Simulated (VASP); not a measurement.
Set up this calculation in VASP 6.6.1, as the native input.

```yaml
Task: single point
Functional: PBE
Potentials_or_basis: VASP PAW PBE potentials, release 64 (Mg, O)
Cutoff: 520 eV
k_mesh: 1 × 1 × 8
Occupations: gaussian, width 0.05 eV
Spin: no spin polarisation
Dipole_correction: no
Further_INCAR_settings: LREAL = Auto; ALGO = Normal; EDIFF = 1e-06; NBANDS = 46
```

The structure of MgO lies in POSCAR:

```
MgO
1.0
   15.4000000000      0.0000000000      0.0000000000
    0.0000000000     13.6000000000      0.0000000000
    0.0000000000      0.0000000000      4.2537045194
Mg O
8 8
Direct
    0.2928390656      0.5000000000      0.0000000000
    0.5690536448      0.5000000000      0.0000000000
    0.5690536448      0.3436138044      0.5000000000
    0.5690536448      0.6563861956      0.5000000000
    0.4309463552      0.5000000000      0.5000000000
    0.7071609344      0.5000000000      0.5000000000
    0.4309463552      0.3436138044      0.0000000000
    0.4309463552      0.6563861956      0.0000000000
    0.4309463552      0.5000000000      0.0000000000
    0.7071609344      0.5000000000      0.0000000000
    0.4309463552      0.3436138044      0.5000000000
    0.4309463552      0.6563861956      0.5000000000
    0.2928390656      0.5000000000      0.5000000000
    0.5690536448      0.5000000000      0.5000000000
    0.5690536448      0.3436138044      0.0000000000
    0.5690536448      0.6563861956      0.0000000000
```

One way to write it, as run:

INCAR

```
SYSTEM = MgO
PREC = Accurate
ENCUT = 520
EDIFF = 1E-6
ISMEAR = 0
SIGMA = 0.05
LREAL = Auto
LASPH = .TRUE.
NELM = 60
ALGO = Normal
ISIF = 2
LWAVE = .FALSE.
LCHARG = .FALSE.
GGA = PE
NBANDS = 46
```

KPOINTS

```
Automatic mesh
0
G
  1 1 8
  0 0 0
```

Potentials or basis: VASP PAW PBE potentials, release 64 (Mg, O).

Run with:

```sh
$ cat potpaw_PBE.64/Mg/POTCAR potpaw_PBE.64/O/POTCAR > POTCAR
$ mpirun -np 1 vasp_std > vasp.out
```

Results of the run:

```yaml
Largest_force: 1.550 eV/Å
Band_gap_on_the_k_mesh: 1.38 eV
```

It took 10 min on 1 thread of Intel(R) Xeon(R) Platinum 8488C (Sapphire Rapids), on a shared host, peak memory 0.79 GiB.
